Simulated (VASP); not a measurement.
SiC:

```
CELL_PARAMETERS angstrom
4.36000 0.00000 0.00000
0.00000 4.36000 0.00000
0.00000 0.00000 4.36000
ATOMIC_POSITIONS crystal
Si 0.00000 0.00000 0.00000
Si 0.00000 0.50000 0.50000
Si 0.50000 0.00000 0.50000
Si 0.50000 0.50000 0.00000
C 0.25000 0.25000 0.25000
C 0.25000 0.75000 0.75000
C 0.75000 0.25000 0.75000
C 0.75000 0.75000 0.25000
```

```yaml
Program: VASP 6.6.1
Task: relaxation of cell and atoms
Functional: LDA
Potentials_or_basis: VASP PAW LDA potentials, release 64 (Si, C)
Cutoff: 600 eV
k_mesh: 6 × 6 × 6
Occupations: gaussian, width 0.01 eV
Spin: no spin polarisation
```

At the start: pressure -4.5 GPa; volume 10.36 Å³/atom.

Where does the relaxation end?

Over 3 steps the energy falls by 3.0 meV/atom and the volume is 10.15 Å³/atom (-2.0 %); space group F-43m (No. 216, to 0.1 Å) before and after.

Step by step:
```csv
step,energy change (eV),largest force (eV/Å),pressure (GPa),volume (Å³)
1,0.0000,0.0000,-4.48,82.88
2,0.0042,0.0000,5.21,79.45
3,-0.0238,0.0000,-0.02,81.22
```

Final structure:
```yaml
crystal:
  lattice:
    - [4.33058, 0.00000, 0.00000]
    - [0.00000, 4.33058, 0.00000]
    - [0.00000, 0.00000, 4.33058]
  atoms:
    - { symbol: Si, position: [0.00000, 0.00000, 0.00000] }
    - { symbol: Si, position: [0.00000, 0.50000, 0.50000] }
    - { symbol: Si, position: [0.50000, 0.00000, 0.50000] }
    - { symbol: Si, position: [0.50000, 0.50000, 0.00000] }
    - { symbol: C, position: [0.25000, 0.25000, 0.25000] }
    - { symbol: C, position: [0.25000, 0.75000, 0.75000] }
    - { symbol: C, position: [0.75000, 0.25000, 0.75000] }
    - { symbol: C, position: [0.75000, 0.75000, 0.25000] }
```
